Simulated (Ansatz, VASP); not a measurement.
## W in VASP and in Ansatz

```xyz
1
Lattice="-1.6372 1.6372 1.6772 1.6372 -1.6372 1.6772 1.6372 1.6372 -1.6772" Properties=species:S:1:pos:R:3 pbc="T T T"
W     0.0000    0.0000    0.0000
```

Change from the starting cell: strain +0.025 along x and y, +0.050 along z, atoms carried along.

Alike in both runs: task single point; functional PBEsol; k mesh 20 × 20 × 20; occupations gaussian, width 0.15 eV; no spin polarisation.

|  | VASP | Ansatz |
| --- | --- | --- |
| version | VASP 6.6.1 | Ansatz 0.2.0 |
| potentials or method | VASP PAW PBE potentials, release 64 (W_sv), cutoff 520 eV | scalar-relativistic, plane waves, PAW |
| valence electrons in the cell | 14 | 14 |

VASP gave:

* gap on the k mesh at the Fermi level (eV): none
* pressure (GPa): -32.8
* traceless stress, the component that is largest in VASP (GPa): -3.94

Problem. What did Ansatz give for the same quantities?

Solution. gap on the k mesh at the Fermi level (eV): none; pressure (GPa): -33.0; traceless stress, the component that is largest in VASP (GPa): -3.94.

VASP's potentials were made for PBE, not for PBEsol. A gap of «none» marks a metal or a gap that the smearing closes. Both programs put the cell under strong tension, so it lies far from rest at this level.

Neither program's run includes spin-orbit coupling. Noted on VASP's run: the cell as given lies far from equilibrium.
